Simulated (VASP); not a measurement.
# AgCl (Imm2) in VASP: single point with r2SCAN

Aim: the single point of AgCl with r2SCAN.

All numbers are computed with VASP 6.6.1; they aren't measurements. Logs are shortened: lines on timing, memory, paths and dates and some standing lists are left out, and cuts for length are marked.

## Step 1: The cell of the first run

It takes space group Imm2 (No. 44, orthorhombic). The conventional cell has a = 3.922 Å, b = 5.546 Å, c = 3.922 Å, α = 90.00°, β = 90.00°, γ = 90.00°. Within 3.1 Å of Ag (site symmetry mm2) lie 4 Cl at 2.37 to 2.85 Å. Within 3.1 Å of Cl (site symmetry mm2) lie 4 Ag at 2.37 to 2.85 Å.

## Step 2: Single point, r2SCAN (atom 1 (Ag) moved by (-0.450, -0.450) A along y and z)

Contents of POSCAR:

```
AgCl
1.0
    0.0000000000      2.7731500000      2.7731500000
    2.7731500000      0.0000000000      2.7731500000
    2.7731500000      2.7731500000      0.0000000000
Ag Cl
1 1
Direct
    0.3377296576      0.5000000000      0.5000000000
    0.0000000000      0.0000000000      0.0000000000
```

Contents of INCAR.step1:

```
SYSTEM = AgCl
PREC = Accurate
ENCUT = 550
ISMEAR = 0
SIGMA = 0.05
LREAL = .FALSE.
LASPH = .TRUE.
NELM = 120
NBANDS = 16
GGA = PE
ALGO = Normal
EDIFF = 1E-5
LWAVE = .TRUE.
LCHARG = .FALSE.
GGA_COMPAT = .FALSE.
```

Contents of INCAR.step2:

```
SYSTEM = AgCl
PREC = Accurate
ENCUT = 550
EDIFF = 1E-6
ISMEAR = 0
SIGMA = 0.05
LREAL = .FALSE.
LASPH = .TRUE.
NELM = 120
ALGO = Normal
ISIF = 2
LWAVE = .FALSE.
LCHARG = .TRUE.
METAGGA = R2SCAN
LMIXTAU = .TRUE.
LELF = .TRUE.
LVHAR = .TRUE.
NBANDS = 16
ISTART = 1
GGA_COMPAT = .FALSE.
```

Contents of KPOINTS:

```
regular mesh
0
G
  8 8 8
  0 0 0
```

Potentials or basis: VASP PAW PBE potentials, release 64 (Ag, Cl).

Launch:

```
$ cat potpaw_PBE.64/Ag/POTCAR potpaw_PBE.64/Cl/POTCAR > POTCAR
$ cp INCAR.step1 INCAR
$ mpirun -np 1 vasp_std > vasp.out
$ cp INCAR.step2 INCAR
$ mpirun -np 1 vasp_std > vasp.out
```

OUTCAR:

```text
SYSTEM = AgCl
   PREC = Accurate
   ENCUT = 550
   EDIFF = 1E-6
   ISMEAR = 0
   LREAL = .FALSE.
   LASPH = .TRUE.
   NELM = 120
   ISIF = 2
   METAGGA = R2SCAN
   ISTART = 1

 ion  position               nearest neighbor table
   1  0.338  0.500  0.500-   2 2.37   2 2.37   2 2.85   2 2.85
   2  0.000  0.000  0.000-   1 2.37   1 2.37   1 2.85   1 2.85

  LATTYP: Found a face centered cubic cell.
 ALAT       =     5.5463000000

  Lattice vectors:

 A1 = (   0.0000000000,   2.7731500000,   2.7731500000)
 A2 = (   2.7731500000,   0.0000000000,   2.7731500000)
 A3 = (   2.7731500000,   2.7731500000,   0.0000000000)

Analysis of symmetry for initial positions (statically):
=====================================================================
 Subroutine PRICEL returns:
 Original cell was already a primitive cell.

 Routine SETGRP: Setting up the symmetry group for a
 face centered cubic supercell.

 Subroutine GETGRP returns: Found  4 space group operations
 (whereof  4 operations were pure point group operations)
 out of a pool of 48 trial point group operations.

The static configuration has the point symmetry C_2v.

Analysis of symmetry for dynamics (positions and initial velocities):
=====================================================================
 Subroutine PRICEL returns:
 Original cell was already a primitive cell.

 Routine SETGRP: Setting up the symmetry group for a
 face centered cubic supercell.

 Subroutine GETGRP returns: Found  4 space group operations
 (whereof  4 operations were pure point group operations)
 out of a pool of 48 trial point group operations.

The dynamic configuration has the point symmetry C_2v.

 Subroutine INISYM returns: Found  4 space group operations
 (whereof  4 operations are pure point group operations),
 and found     1 'primitive' translations

----------------------------------------------------------------------------------------

                                     Primitive cell

  volume of cell :      42.6530

  direct lattice vectors                    reciprocal lattice vectors
     0.000000000  2.773150000  2.773150000    -0.180300380  0.180300380  0.180300380
     2.773150000  0.000000000  2.773150000     0.180300380 -0.180300380  0.180300380
     2.773150000  2.773150000  0.000000000     0.180300380  0.180300380 -0.180300380

  length of vectors
     3.921826340  3.921826340  3.921826340     0.312289420  0.312289420  0.312289420

  position of ions in fractional coordinates (direct lattice)
     0.337729658  0.500000000  0.500000000
     0.000000000  0.000000000  0.000000000

  ion indices of the primitive-cell ions
   primitive index   ion index
                 1           1
                 2           2

----------------------------------------------------------------------------------------

 KPOINTS: regular mesh

Automatic generation of k-mesh.
 Grid dimensions read from file:
 generate k-points for:    8    8    8

 Generating k-lattice:

  Cartesian coordinates                     Fractional coordinates (reciprocal lattice)
    -0.022537548  0.022537548  0.022537548     0.125000000  0.000000000  0.000000000
     0.022537548 -0.022537548  0.022537548     0.000000000  0.125000000  0.000000000
     0.022537548  0.022537548 -0.022537548     0.000000000  0.000000000  0.125000000

  Length of vectors
     0.039036177  0.039036177  0.039036177

  Shift w.r.t. Gamma in fractional coordinates (k-lattice)
     0.000000000  0.000000000  0.000000000

 Subroutine IBZKPT returns following result:
 ===========================================

 Found     95 irreducible k-points:

 Following reciprocal coordinates:
            Coordinates               Weight
  0.000000  0.000000  0.000000      1.000000
  0.125000  0.000000  0.000000      4.000000
  0.000000  0.125000  0.000000      4.000000
  0.250000  0.000000  0.000000      4.000000
  0.000000  0.250000  0.000000      4.000000
  0.375000  0.000000  0.000000      4.000000
[... 16 lines left out ...]
  0.375000 -0.125000 -0.125000      4.000000
 -0.375000  0.125000  0.000000      8.000000
 [... further k-points ...]
   k-points           NKPTS =     95   k-points in BZ     NKDIM =     95   number of bands    NBANDS=     16
   number of dos      NEDOS =    301   number of ions     NIONS =      2
   total plane-waves  NPLWV =  27000
   dimension x,y,z NGX =    30 NGY =   30 NGZ =   30
   dimension x,y,z NGXF=    60 NGYF=   60 NGZF=   60
   ions per type =               1   1
   NGX,Y,Z   is equivalent  to a cutoff of  12.72, 12.72, 12.72 a.u.
   NGXF,Y,Z  is equivalent  to a cutoff of  25.43, 25.43, 25.43 a.u.
 SYSTEM =  AgCl
   PREC   = accura    normal or accurate (medium, high low for compatibility)
   ISTART =      1    job   : 0-new  1-cont  2-samecut
   ICHARG =      0    charge: 1-file 2-atom 10-const
   ISPIN  =      1    spin polarized calculation?
   LNONCOLLINEAR =      F non collinear calculations
   LSORBIT =      F    spin-orbit coupling
   LASPH  =      T    aspherical Exc in radial PAW
   ENCUT  =  550.0 eV  40.42 Ry    6.36 a.u.   7.50  7.50  7.50*2*pi/ulx,y,z
   NELM   =    120;   NELMIN=  2; NELMDL=  0     # of ELM steps
   EDIFF  = 0.1E-05   stopping-criterion for ELM
   LREAL  =      F    real-space projection
   EDIFFG = 0.1E-04   stopping-criterion for IOM
   NSW    =      0    number of steps for IOM
   IBRION =     -1    ionic relax: 0-MD 1-quasi-New 2-CG
   NFREE  =      0    steps in history (QN), initial steepest desc. (CG)
   ISIF   =      2    stress and relaxation
   ISYM   =      2    0-nonsym 1-usesym 2-fastsym
   POTIM  = 0.5000    time-step for ionic-motion
   TEBEG  =    0.0;   TEEND  =   0.0 temperature during run
   PSTRESS=    0.0 pullay stress
   NELECT =      18.0000    total number of electrons
   NUPDOWN=      -1.0000    fix difference up-down
   EMIN   =  10.00;   EMAX   =-10.00  energy-range for DOS
   EFERMI =   0.00;   METHOD = LEGACY
   ISMEAR =     0;   SIGMA  =   0.05  broadening in eV -4-tet -1-fermi 0-gaus
   EFERMI_NEDOS =   21; number of points for ismear=-14 and -15
   IALGO  =     38    algorithm
   IMIX   =      4    mixing-type and parameters
     AMIX     =   0.40;   BMIX     =  1.00
     AMIX_MAG =   1.60;   BMIX_MAG =  1.00
  volume/ion in A,a.u.               =      21.33       143.92
  Fermi-wavevector in a.u.,A,eV,Ry     =   1.227955  2.320498 20.515850  1.507872
  Thomas-Fermi vector in A             =   2.362898
   LORBIT       =      0    0 simple, 1 ext, 2 COOP (PROOUT), +10 PAW based schemes
   METAGGA = R2SCAN    functional components
   LHFCALC =     F    Hartree Fock is set to
   AEXX    =    0.0000 exact exchange contribution
   IVDW    =     0    specifies the selected vdW correction
   LEPSILON=     F    determine dielectric tensor
   LRPA    =     F    only Hartree local field effects (RPA)
 non-spin polarized calculation
 Gauss-broadening in eV      SIGMA  =   0.05
  energy-cutoff  :      550.00
  volume of cell :       42.65
 maximum number of plane-waves:      1283
 NGX is ok and might be reduce to    30
   NGX = 15   NGY = 15   NGZ = 15

 number of electron      18.0000003 magnetization

 Free energy of the ion-electron system (eV)
  ---------------------------------------------------
  ext. energy  EPLUGINS =         0.00000000
  ---------------------------------------------------
  free energy    TOTEN  =       -28.31514625 eV

  energy without entropy =      -28.31514625  energy(sigma->0) =      -28.31514625

 E-fermi :   4.1047     XC(G=0): -10.4543

 val. band max:        3.8763568717   @ k =   0.5000   0.0000   0.0000
 cond. band min:       5.1984894015   @ k =   0.0000   0.0000   0.0000
 fundamental gap:      1.3221325298
 Fermi energy:         4.1046639321

 k-point     1 :       0.0000    0.0000    0.0000
  band No.  band energies     occupation
      1     -12.5268      2.00000
      2      -1.1204      2.00000
      3      -0.6617      2.00000
      4      -0.0586      2.00000
      5       0.8991      2.00000
      6       1.0329      2.00000
[... 8 lines left out ...]
     15      16.7339      0.00000
     16      17.2406      0.00000

 k-point     2 :       0.1250    0.0000    0.0000
  band No.  band energies     occupation
      1     -12.4742      2.00000
      2      -1.1979      2.00000
      3      -0.8493      2.00000
      4      -0.1360      2.00000
      5       0.9385      2.00000
      6       1.0531      2.00000
[... 8 lines left out ...]
     15      16.3695      0.00000
     16      17.2560      0.00000

 k-point     3 :       0.0000    0.1250    0.0000
  band No.  band energies     occupation
      1     -12.4712      2.00000
      2      -1.2515      2.00000
      3      -0.6314      2.00000
      4      -0.1343      2.00000
      5       0.9141      2.00000
      6       0.9991      2.00000
[... 8 lines left out ...]
     15      16.4917      0.00000
     16      17.7275      0.00000

 k-point     4 :       0.2500    0.0000    0.0000
  band No.  band energies     occupation
      1     -12.3432      2.00000
      2      -1.3737      2.00000
      3      -1.2900      2.00000
      4      -0.3829      2.00000
      5       1.0468      2.00000
      6       1.1321      2.00000
[... 8 lines left out ...]
     15      16.3063      0.00000
     16      17.0450      0.00000
[... 324 lines left out ...]
 k-point    22 :       0.1250    0.0000    0.5000
  band No.  band energies     occupation
      1     -12.1195      2.00000
      2      -1.9438      2.00000
      3      -0.8447      2.00000
      4      -0.3742      2.00000
      5       1.0479      2.00000
      6       1.2013      2.00000
[... 8 lines left out ...]
     15      18.1248      0.00000
     16      18.4861      0.00000

 k-point    23 :       0.3750   -0.1250   -0.1250
  band No.  band energies     occupation
      1     -12.1408      2.00000
      2      -1.7754      2.00000
      3      -1.5529      2.00000
      4      -0.7943      2.00000
      5       1.2440      2.00000
      6       1.3032      2.00000
[... 8 lines left out ...]
     15      18.0769      0.00000
     16      18.7002      0.00000

 k-point    24 :      -0.3750    0.1250    0.0000
  band No.  band energies     occupation
      1     -12.1567      2.00000
      2      -1.7349      2.00000
      3      -1.4699      2.00000
      4      -0.7051      2.00000
      5       1.1523      2.00000
      6       1.2835      2.00000
[... 8 lines left out ...]
     15      17.9587      0.00000
     16      18.6255      0.00000

 [... further k-points ...]

------------------------ aborting loop because EDIFF is reached ----------------------------------------

  FORCE on cell =-STRESS in cart. coord.  units (eV):
  Direction    XX          YY          ZZ          XY          YZ          ZX
  --------------------------------------------------------------------------------------
  -------------------------------------------------------------------------------------
  Total        0.0779268      2.7095966      2.7095966      0.0000000     -1.4128610      0.0000000
  in kB        2.9271647    101.7806313    101.7806313      0.0000000    -53.0713262      0.0000000
  external PRESSURE =      68.8294758 kB  Pullay stress =       0.0000000 kB

 VOLUME and BASIS-vectors are now :
 -----------------------------------------------------------------------------
  energy-cutoff  :      550.00
  volume of cell :       42.65
      direct lattice vectors                 reciprocal lattice vectors
     0.000000000  2.773150000  2.773150000    -0.180300380  0.180300380  0.180300380
     2.773150000  0.000000000  2.773150000     0.180300380 -0.180300380  0.180300380
     2.773150000  2.773150000  0.000000000     0.180300380  0.180300380 -0.180300380

 POSITION                                       TOTAL-FORCE (eV/Angst)
 -----------------------------------------------------------------------------------
      2.77315      2.32315      2.32315         0.000000      0.836451      0.836451
      0.00000      0.00000      0.00000        -0.000000     -0.836451     -0.836451
 -----------------------------------------------------------------------------------
    total drift:                               -0.000000     -0.000488     -0.000488

  FREE ENERGIE OF THE ION-ELECTRON SYSTEM (eV)
  ---------------------------------------------------
  free  energy   TOTEN  =       -28.3151462534 eV

  energy  without entropy=      -28.3151462534  energy(sigma->0) =      -28.31514625
```

Run time: 6.4 min. Hardware: 1 thread of Intel Xeon 8259CL, shared host; peak memory 0.22 GiB.

What came out:

```yaml
Free_energy: -28.3151 eV
Pressure: 6.9 GPa
Largest_force: 1.183 eV/Å
Band_gap_on_the_k_mesh: 1.32 eV (least direct gap 2.07 eV)
```

Forces on the atoms (eV/Å):
```
Ag   0.000  0.836  0.836
Cl   0.000 -0.836 -0.836
```

Caveat: the cell differs from its parent crystal (atom 1 (Ag) moved by (-0.450, -0.450) A along y and z); the cell stands under pressure; the PAW data sets were made with another functional, which shifts forces and pressure a little. A k mesh can miss the band edges.
